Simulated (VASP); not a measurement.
Input of a VASP 6.6.1 run:

INCAR

```
PREC = Accurate
ENCUT = 520
EDIFF = 1E-7
ISMEAR = 0
SIGMA = 0.1
LREAL = False
LASPH = True
NELM = 100
ALGO = Normal
ISIF = 2
LWAVE = False
LCHARG = False
GGA = PE
NBANDS = 20
```

KPOINTS

```
Automatic mesh
0
Gamma
  12 12 12
```

The input POSCAR:

```
TlSe2
1.0
    2.0236004465      1.1683262625      5.5523172985
   -2.0236004465      1.1683262625      5.5523172985
    0.0000000000     -2.3366525250      5.5523172985
Tl Se
1 2
Direct
    0.9980177135      0.9980177135      0.9980177135
    0.2274146168      0.2274146168      0.2274146168
    0.4412676696      0.4412676696      0.4412676696
```

Potentials or basis: VASP PAW PBE potentials, release 64 (Tl_d, Se).

The run is started by

```console
$ cat potpaw_PBE.64/Tl_d/POTCAR potpaw_PBE.64/Se/POTCAR > POTCAR
$ mpirun -np 1 vasp_std > vasp.out
```

Predict the band gap on the k mesh.

zero (an odd number of electrons rules out a gap without spin polarisation).

Estimate the pressure.

0.0 GPa.

What does it give for the largest force?

0.018 eV/Å.

Forces in eV/Å, atoms in the order of the input:
```
Tl   0.000  0.000  0.006
Se   0.000  0.000 -0.018
Se   0.000  0.000  0.012
```

Caveat: spin-orbit coupling is left out, which moves the levels of the heavy elements.
